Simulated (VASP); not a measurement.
# TlPt (P6/mmm) in VASP: a series of runs

Runs on TlPt. Level: PBE. Tasks: single point.

Program: VASP 6.6.1. These are calculated values, not measurements. Logs are shortened: lines on timing, memory, paths and dates and some standing lists are left out, and cuts for length are marked.

### Step 1. The cell of the first run

The structure is hexagonal, space group P6/mmm (No. 191). Conventional cell: a = 6.683 Å, b = 6.683 Å, c = 3.901 Å, α = 90.00°, β = 90.00°, γ = 120.00°. Within 3.6 Å of Tl (site symmetry mmm) lie 6 Pt at 2.74 to 3.34 Å and 4 Tl at 3.34 Å. Pt (site symmetry 6/mmm) has 6 Tl at 3.34 Å and 14 Pt at 3.90 to 4.32 Å within 4.4 Å. Pt (site symmetry -6m2) has 6 Tl at 2.74 Å within 3.6 Å.

### Step 2. Single point, PBE (uniaxial strain along c: -2.0 %, then relaxed in part)

INCAR reads:

```
ALGO     = Fast           # electronic algorithm
EDIFF    = 1E-6           # SCF threshold, eV
ENCUT    = 520            # plane-wave cutoff, eV
GGA      = PE             # functional
ISIF     = 2              # what is computed and relaxed
ISMEAR   = 0              # smearing method
LASPH    = True           # aspherical terms in the spheres
LCHARG   = True           # write CHGCAR
LELF     = True           # ELF
LREAL    = False          # projectors in reciprocal space
LVHAR    = True         
LWAVE    = False          # write WAVECAR
NBANDS   = 44             # bands
NELM     = 60             # most SCF steps
PREC     = Accurate       # precision mode
SIGMA    = 0.1            # smearing width, eV
```

KPOINTS reads:

```
k-points
0
Gamma
  6 6 10
```

POSCAR reads:

```
TlPt
1.0
    6.6831990819      0.0000000000      0.0000000000
   -3.3415995409      5.7878201835      0.0000000000
    0.0000000000      0.0000000000      3.9011176105
Tl Pt
3 3
Direct
    0.5000000000      0.0000000000      0.0000000000
    0.5000000000      0.5000000000      0.0000000000
    0.0000000000      0.5000000000      0.0000000000
    0.0000000000      0.0000000000      0.0000000000
    0.3333333330      0.6666666670      0.5000000000
    0.6666666670      0.3333333330      0.5000000000
```

Potentials or basis: VASP PAW PBE potentials, release 64 (Tl_d, Pt).

Launch:

```
> cat potpaw_PBE.64/Tl_d/POTCAR potpaw_PBE.64/Pt/POTCAR > POTCAR
> mpirun -np 1 vasp_std > vasp.out
```

OUTCAR:

```text
EDIFF = 1E-6
   ENCUT = 520
   GGA = PE
   ISIF = 2
   ISMEAR = 0
   LASPH = True
   LREAL = False
   NELM = 60
   PREC = Accurate

 ion  position               nearest neighbor table
   1  0.500  0.000  0.000-   5 2.74   6 2.74   5 2.74   6 2.74   2 3.34   2 3.34   4 3.34   4 3.34
                             3 3.34   3 3.34
   2  0.500  0.500  0.000-   5 2.74   6 2.74   5 2.74   6 2.74   1 3.34   1 3.34   3 3.34   3 3.34
                             4 3.34   4 3.34
   3  0.000  0.500  0.000-   5 2.74   6 2.74   5 2.74   6 2.74   4 3.34   4 3.34   2 3.34   2 3.34
                             1 3.34   1 3.34
   4  0.000  0.000  0.000-   3 3.34   3 3.34   1 3.34   1 3.34   2 3.34   2 3.34
   5  0.333  0.667  0.500-   1 2.74   1 2.74   3 2.74   3 2.74   2 2.74   2 2.74
   6  0.667  0.333  0.500-   1 2.74   1 2.74   3 2.74   3 2.74   2 2.74   2 2.74

  LATTYP: Found a hexagonal cell.
 ALAT       =     6.6831990819
 C/A-ratio  =     0.5837200961

  Lattice vectors:

 A1 = (   6.6831990819,   0.0000000000,   0.0000000000)
 A2 = (  -3.3415995409,   5.7878201835,   0.0000000000)
 A3 = (   0.0000000000,   0.0000000000,   3.9011176105)

Analysis of symmetry for initial positions (statically):
=====================================================================
 Subroutine PRICEL returns:
 Original cell was already a primitive cell.

 Routine SETGRP: Setting up the symmetry group for a
 hexagonal supercell.

 Subroutine GETGRP returns: Found 24 space group operations
 (whereof 24 operations were pure point group operations)
 out of a pool of 24 trial point group operations.

The static configuration has the point symmetry D_6h.

Analysis of symmetry for dynamics (positions and initial velocities):
=====================================================================
 Subroutine PRICEL returns:
 Original cell was already a primitive cell.

 Routine SETGRP: Setting up the symmetry group for a
 hexagonal supercell.

 Subroutine GETGRP returns: Found 24 space group operations
 (whereof 24 operations were pure point group operations)
 out of a pool of 24 trial point group operations.

The dynamic configuration has the point symmetry D_6h.

 Subroutine INISYM returns: Found 24 space group operations
 (whereof 24 operations are pure point group operations),
 and found     1 'primitive' translations

----------------------------------------------------------------------------------------

                                     Primitive cell

  volume of cell :     150.8997

  direct lattice vectors                    reciprocal lattice vectors
     6.683199082  0.000000000  0.000000000     0.149628941  0.086388309  0.000000000
    -3.341599541  5.787820184  0.000000000     0.000000000  0.172776619  0.000000000
     0.000000000  0.000000000  3.901117611     0.000000000  0.000000000  0.256336799

  length of vectors
     6.683199082  6.683199082  3.901117611     0.172776619  0.172776619  0.256336799

  position of ions in fractional coordinates (direct lattice)
     0.500000000  0.000000000  0.000000000
     0.500000000  0.500000000  0.000000000
     0.000000000  0.500000000  0.000000000
     0.000000000  0.000000000  0.000000000
     0.333333333  0.666666667  0.500000000
     0.666666667  0.333333333  0.500000000

  ion indices of the primitive-cell ions
   primitive index   ion index
                 1           1
                 2           2
                 3           3
                 4           4
                 5           5
                 6           6

----------------------------------------------------------------------------------------

 KPOINTS: k-points

Automatic generation of k-mesh.
 Grid dimensions read from file:
 generate k-points for:    6    6   10

 Generating k-lattice:

  Cartesian coordinates                     Fractional coordinates (reciprocal lattice)
     0.024938157  0.014398052  0.000000000     0.166666667 -0.000000000  0.000000000
     0.000000000  0.028796103  0.000000000     0.000000000  0.166666667  0.000000000
     0.000000000  0.000000000  0.025633680     0.000000000  0.000000000  0.100000000

  Length of vectors
     0.028796103  0.028796103  0.025633680

  Shift w.r.t. Gamma in fractional coordinates (k-lattice)
     0.000000000  0.000000000  0.000000000

 Subroutine IBZKPT returns following result:
 ===========================================

 Found     42 irreducible k-points:

 Following reciprocal coordinates:
            Coordinates               Weight
  0.000000  0.000000  0.000000      1.000000
  0.166667 -0.000000  0.000000      6.000000
  0.333333  0.000000  0.000000      6.000000
  0.500000 -0.000000  0.000000      3.000000
  0.166667  0.166667  0.000000      6.000000
  0.333333  0.166667  0.000000     12.000000
[... 16 lines left out ...]
  0.166667 -0.000000  0.300000     12.000000
  0.333333  0.000000  0.300000     12.000000
 [... further k-points ...]
   k-points           NKPTS =     42   k-points in BZ     NKDIM =     42   number of bands    NBANDS=     44
   number of dos      NEDOS =    301   number of ions     NIONS =      6
   total plane-waves  NPLWV =  75000
   dimension x,y,z NGX =    50 NGY =   50 NGZ =   30
   dimension x,y,z NGXF=   100 NGYF=  100 NGZF=   60
   ions per type =               3   3
   NGX,Y,Z   is equivalent  to a cutoff of  12.44, 12.44, 12.78 a.u.
   NGXF,Y,Z  is equivalent  to a cutoff of  24.88, 24.88, 25.57 a.u.
 SYSTEM =  unknown system
   PREC   = accura    normal or accurate (medium, high low for compatibility)
   ISTART =      0    job   : 0-new  1-cont  2-samecut
   ICHARG =      2    charge: 1-file 2-atom 10-const
   ISPIN  =      1    spin polarized calculation?
   LNONCOLLINEAR =      F non collinear calculations
   LSORBIT =      F    spin-orbit coupling
   LASPH  =      T    aspherical Exc in radial PAW
   ENCUT  =  520.0 eV  38.22 Ry    6.18 a.u.  12.43 12.43  7.25*2*pi/ulx,y,z
   NELM   =     60;   NELMIN=  2; NELMDL= -5     # of ELM steps
   EDIFF  = 0.1E-05   stopping-criterion for ELM
   LREAL  =      F    real-space projection
   EDIFFG = 0.1E-04   stopping-criterion for IOM
   NSW    =      0    number of steps for IOM
   IBRION =     -1    ionic relax: 0-MD 1-quasi-New 2-CG
   NFREE  =      0    steps in history (QN), initial steepest desc. (CG)
   ISIF   =      2    stress and relaxation
   ISYM   =      2    0-nonsym 1-usesym 2-fastsym
   POTIM  = 0.5000    time-step for ionic-motion
   TEBEG  =    0.0;   TEEND  =   0.0 temperature during run
   PSTRESS=    0.0 pullay stress
   NELECT =      69.0000    total number of electrons
   NUPDOWN=      -1.0000    fix difference up-down
   EMIN   =  10.00;   EMAX   =-10.00  energy-range for DOS
   EFERMI =   0.00;   METHOD = LEGACY
   ISMEAR =     0;   SIGMA  =   0.10  broadening in eV -4-tet -1-fermi 0-gaus
   EFERMI_NEDOS =   21; number of points for ismear=-14 and -15
   IALGO  =     68    algorithm
   IMIX   =      4    mixing-type and parameters
     AMIX     =   0.40;   BMIX     =  1.00
     AMIX_MAG =   1.60;   BMIX_MAG =  1.00
  volume/ion in A,a.u.               =      25.15       169.72
  Fermi-wavevector in a.u.,A,eV,Ry     =   1.261232  2.383383 21.642877  1.590707
  Thomas-Fermi vector in A             =   2.394702
   LORBIT       =      0    0 simple, 1 ext, 2 COOP (PROOUT), +10 PAW based schemes
   GGA     = PE    functional components
   LHFCALC =     F    Hartree Fock is set to
   AEXX    =    0.0000 exact exchange contribution
   IVDW    =     0    specifies the selected vdW correction
   LEPSILON=     F    determine dielectric tensor
   LRPA    =     F    only Hartree local field effects (RPA)
 non-spin polarized calculation
 RMM-DIIS sequential band-by-band and
 Gauss-broadening in eV      SIGMA  =   0.10
  energy-cutoff  :      520.00
  volume of cell :      150.90
 maximum number of plane-waves:      4107
 NGX is ok and might be reduce to    50
   NGX = 25   NGY = 25   NGZ = 15

 number of electron      68.9999982 magnetization

 Free energy of the ion-electron system (eV)
  ---------------------------------------------------
  ext. energy  EPLUGINS =         0.00000000
  ---------------------------------------------------
  free energy    TOTEN  =       -21.75442578 eV

  energy without entropy =      -21.73266959  energy(sigma->0) =      -21.74354769

 E-fermi :   5.8626     XC(G=0): -10.4618

 val. band max:        5.8607324140   @ k =   0.3333   0.0000   0.1000
 cond. band min:       5.8741783017   @ k =   0.1667   0.1667   0.4000
 fundamental gap:      0.0134458877
 Fermi energy:         5.8625883841

 k-point     1 :       0.0000    0.0000    0.0000
  band No.  band energies     occupation
      1      -6.3085      2.00000
      2      -5.8219      2.00000
      3      -5.8219      2.00000
      4      -5.7593      2.00000
      5      -5.7452      2.00000
      6      -5.7452      2.00000
[... 36 lines left out ...]
     43      14.3222      0.00000
     44      14.3532      0.00000

 k-point     2 :       0.1667   -0.0000    0.0000
  band No.  band energies     occupation
      1      -6.2504      2.00000
      2      -5.8117      2.00000
      3      -5.7784      2.00000
      4      -5.7567      2.00000
      5      -5.7399      2.00000
      6      -5.7367      2.00000
[... 36 lines left out ...]
     43      13.2001      0.00000
     44      14.0940      0.00000

 k-point     3 :       0.3333    0.0000    0.0000
  band No.  band energies     occupation
      1      -6.1080      2.00000
      2      -5.7788      2.00000
      3      -5.7546      2.00000
      4      -5.7249      2.00000
      5      -5.7188      2.00000
      6      -5.6627      2.00000
[... 36 lines left out ...]
     43      12.9327      0.00000
     44      13.3246      0.00000

 k-point     4 :       0.5000   -0.0000    0.0000
  band No.  band energies     occupation
      1      -6.0143      2.00000
      2      -5.7542      2.00000
      3      -5.7161      2.00000
      4      -5.7091      2.00000
      5      -5.7074      2.00000
      6      -5.6454      2.00000
[... 882 lines left out ...]
     43      12.4273      0.00000
     44      12.4273      0.00000

 k-point    23 :       0.1667   -0.0000    0.3000
  band No.  band energies     occupation
      1      -6.0821      2.00000
      2      -5.9937      2.00000
      3      -5.7993      2.00000
      4      -5.7657      2.00000
      5      -5.6645      2.00000
      6      -5.6391      2.00000
[... 36 lines left out ...]
     43      12.1975      0.00000
     44      12.3455      0.00000

 k-point    24 :       0.3333    0.0000    0.3000
  band No.  band energies     occupation
      1      -5.9901      2.00000
      2      -5.9485      2.00000
      3      -5.7482      2.00000
      4      -5.7039      2.00000
      5      -5.6564      2.00000
      6      -5.6053      2.00000
[... 36 lines left out ...]
     43      11.0980      0.00000
     44      12.1088      0.00000

 [... further k-points ...]

------------------------ aborting loop because EDIFF is reached ----------------------------------------

  FORCE on cell =-STRESS in cart. coord.  units (eV):
  Direction    XX          YY          ZZ          XY          YZ          ZX
  --------------------------------------------------------------------------------------
  -------------------------------------------------------------------------------------
  Total       -0.0190490     -0.0190490      0.3678075     -0.0000000     -0.0000000      0.0000000
  in kB       -0.2022526     -0.2022526      3.9051949     -0.0000000     -0.0000000      0.0000000
  external PRESSURE =       1.1668965 kB  Pullay stress =       0.0000000 kB

 VOLUME and BASIS-vectors are now :
 -----------------------------------------------------------------------------
  energy-cutoff  :      520.00
  volume of cell :      150.90
      direct lattice vectors                 reciprocal lattice vectors
     6.683199082  0.000000000  0.000000000     0.149628941  0.086388309  0.000000000
    -3.341599541  5.787820184  0.000000000     0.000000000  0.172776619  0.000000000
     0.000000000  0.000000000  3.901117611     0.000000000  0.000000000  0.256336799

 POSITION                                       TOTAL-FORCE (eV/Angst)
 -----------------------------------------------------------------------------------
      3.34160      0.00000      0.00000        -0.000000     -0.000000      0.000000
      1.67080      2.89391      0.00000        -0.000000     -0.000000      0.000000
     -1.67080      2.89391      0.00000        -0.000000     -0.000000      0.000000
      0.00000      0.00000      0.00000        -0.000000     -0.000000      0.000000
     -0.00000      3.85855      1.95056         0.000000      0.000000      0.000000
      3.34160      1.92927      1.95056        -0.000000     -0.000000      0.000000
 -----------------------------------------------------------------------------------
    total drift:                               -0.000000      0.000000     -0.000000

  FREE ENERGIE OF THE ION-ELECTRON SYSTEM (eV)
  ---------------------------------------------------
  free  energy   TOTEN  =       -21.7544257806 eV

  energy  without entropy=      -21.7326695897  energy(sigma->0) =      -21.74354769
```

It took 10 min on 1 thread of Oxide Virtual Turin-like, shared host; peak memory 0.35 GiB.

What came out:

- Free energy: -21.7544 eV
- Pressure: 0.1 GPa

Levels at points of the mesh, in eV from the Fermi level:
| k point | band 31 | band 32 | band 33 | band 34 | band 35 | band 36 | band 37 | band 38 |
| --- | --- | --- | --- | --- | --- | --- | --- | --- |
| (0.00, 0.00, 0.00) | -0.61 | -0.61 | -0.46 | -0.46 | -0.31 | -0.25 | -0.25 | 2.13 |
| (0.50, 0.00, 0.00) | -1.24 | -0.74 | -0.66 | -0.62 | 0.58 | 1.35 | 2.71 | 2.78 |
| (0.00, 0.00, 0.50) | -0.90 | -0.90 | -0.44 | 0.94 | 0.94 | 0.99 | 0.99 | 1.06 |
| (0.50, 0.00, 0.50) | -1.21 | -1.19 | -0.74 | -0.61 | 0.36 | 0.62 | 1.01 | 2.53 |

Caveat: the cell differs from its parent crystal (uniaxial strain along c: -2.0 %, then relaxed in part); spin-orbit coupling is left out, which moves the levels of the heavy elements.

### Step 3. Single point, PBE (uniaxial strain along c: +2.0 %)

INCAR reads:

```
PREC = Accurate
ENCUT = 520
EDIFF = 1E-6
ISMEAR = 0
SIGMA = 0.1
LREAL = F
LASPH = T
NELM = 80
ALGO = Fast
ISIF = 2
LWAVE = F
LCHARG = T
GGA = PE
LELF = T
LVHAR = T
NBANDS = 44
```

KPOINTS reads:

```
Automatic mesh
0
Gamma
  6 6 10
```

POSCAR reads:

```
TlPt
1.0
    6.5542047270      0.0000000000      0.0000000000
   -3.2771023635      5.6761077952      0.0000000000
    0.0000000000      0.0000000000      4.0603469007
Tl Pt
3 3
Direct
    0.5000000000      0.0000000000      0.0000000000
    0.5000000000      0.5000000000      0.0000000000
    0.0000000000      0.5000000000      0.0000000000
    0.0000000000      0.0000000000      0.0000000000
    0.3333333338      0.6666666662      0.5000000000
    0.6666666662      0.3333333338      0.5000000000
```

Potentials or basis: VASP PAW PBE potentials, release 64 (Tl_d, Pt).

Launch:

```
> cat potpaw_PBE.64/Tl_d/POTCAR potpaw_PBE.64/Pt/POTCAR > POTCAR
> mpirun -np 1 vasp_std > vasp.out
```

It took 10 min on 1 thread of Oxide Virtual Turin-like, shared host; peak memory 0.36 GiB.

Results (log left out):

```yaml
Free_energy: -21.7483 eV
Pressure: -1.1 GPa
```

Stress tensor (GPa, compression positive):
```
-0.90  0.00  0.00
 0.00 -0.90  0.00
 0.00  0.00 -1.61
```

Levels at points of the mesh, in eV from the Fermi level:
| k point | band 31 | band 32 | band 33 | band 34 | band 35 | band 36 | band 37 | band 38 |
| --- | --- | --- | --- | --- | --- | --- | --- | --- |
| (0.00, 0.00, 0.00) | -0.71 | -0.71 | -0.46 | -0.46 | -0.21 | -0.17 | -0.17 | 1.46 |
| (0.50, 0.00, 0.00) | -1.13 | -0.78 | -0.72 | -0.71 | 0.82 | 1.61 | 2.82 | 3.15 |
| (0.00, 0.00, 0.50) | -0.89 | -0.89 | -0.48 | 0.95 | 0.95 | 1.06 | 1.08 | 1.08 |
| (0.50, 0.00, 0.50) | -1.33 | -1.23 | -0.73 | -0.67 | 0.16 | 0.51 | 1.12 | 2.59 |

Caveat: the cell differs from its parent crystal (uniaxial strain along c: +2.0 %); spin-orbit coupling is left out, which moves the levels of the heavy elements.

(Part 1 of 2 ends here.)
